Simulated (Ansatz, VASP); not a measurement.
**Two plane-wave programs on V**

```
V
1.0
    -1.49918    1.49918    1.49918
     1.49918   -1.49918    1.49918
     1.49918    1.49918   -1.49918
V
1
Direct
  0.00000 0.00000 0.00000
```

Alike in both runs: task single point; functional PBE; k mesh 15 × 15 × 15; no spin polarisation.

|  | VASP | Ansatz |
| --- | --- | --- |
| version | VASP 6.6.1 | Ansatz 0.2.0 |
| potentials or method | VASP PAW PBE potentials, release 64 (V_sv), cutoff 520 eV | plane waves (420 eV) with PAW, scalar-relativistic |
| occupations | methfessel-paxton of order 1, width 0.1 eV | cold, width 0.1 eV |
| valence electrons in the cell | 13 | 13 |

Ansatz gave:

```
pressure (GPa) : -0.6
```

Estimate VASP's values.

pressure (GPa): -0.4.
